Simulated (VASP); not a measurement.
A run of VASP 6.6.1:

Contents of INCAR:

```
PREC = Accurate
ENCUT = 520
EDIFF = 1E-6
ISMEAR = -1
SIGMA = 0.15
LREAL = F
LASPH = T
NELM = 100
ALGO = Normal
ISIF = 2
LWAVE = F
LCHARG = T
GGA = PS
LELF = T
LVHAR = T
NBANDS = 18
```

Contents of KPOINTS:

```
regular mesh
0
Gamma
  12 12 8
```

File POSCAR:

```
PtSe2
1.0
    3.6239728853      0.0000000000      0.0000000000
   -1.8119864426      3.1384525813      0.0000000000
    0.0000000000      0.0000000000      4.1811264961
Pt Se
1 2
Direct
    0.0000000000      0.0000000000      0.0000000000
    0.3333333333      0.6666666667      0.2933516173
    0.6666666667      0.3333333333      0.7066483827
```

Potentials or basis: VASP PAW PBE potentials, release 64 (Pt, Se).

Run with:

```console
$ cat potpaw_PBE.64/Pt/POTCAR potpaw_PBE.64/Se/POTCAR > POTCAR
$ mpirun -np 1 vasp_std > vasp.out
```

Hardware: 1 thread of Intel Xeon 8259CL, on a shared host.

Question: How long does it take, and how much memory?

Answer: It took 2.4 min on 1 thread of Intel Xeon 8259CL, on a shared host, peak memory 0.25 GiB. Counts: scf iterations 12, k points 131.
